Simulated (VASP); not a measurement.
Runs of VASP 6.6.1 on Co. The structure is that of space group P6_3/mmc (No. 194), or close to it. The cells are those of the table. 

```tsv
task	cell	cutoff (eV)	gap on the mesh (eV)	pressure (GPa)	moment (μB)
relaxation of cell and atoms	relaxed from a = 2.509, b = 2.509, c = 4.065 Å, angles 90.0, 90.0, 120.0°, 2 atoms	600	none	-0.1	3.13
single point	a = 2.355, b = 2.355, c = 3.802 Å, angles 90.0, 90.0, 120.0°, 2 atoms	520	none	39.1	2.76
relaxation of shape and atoms at fixed volume	relaxed from a = 2.281, b = 2.281, c = 3.687 Å, angles 90.0, 90.0, 120.0°, 2 atoms	600	none	82.0	1.94
single point	a = 2.282, b = 2.282, c = 3.682 Å, angles 90.0, 90.0, 120.0°, 2 atoms	520	none	(a)	1.94
```

Alike in all rows: level PBEsol; potentials or basis VASP PAW PBE potentials, release 64 (Co); spin collinear, ferromagnetic start; k mesh 17 × 17 × 9; smearing fermi-dirac 0.1 eV.

Q: Fill in the values left out.

A: (a) 82.1.

Caveats: the PAW data sets were made with another functional, which shifts forces and pressure a little.

A gap of «none» marks levels without a gap at the run's occupations.
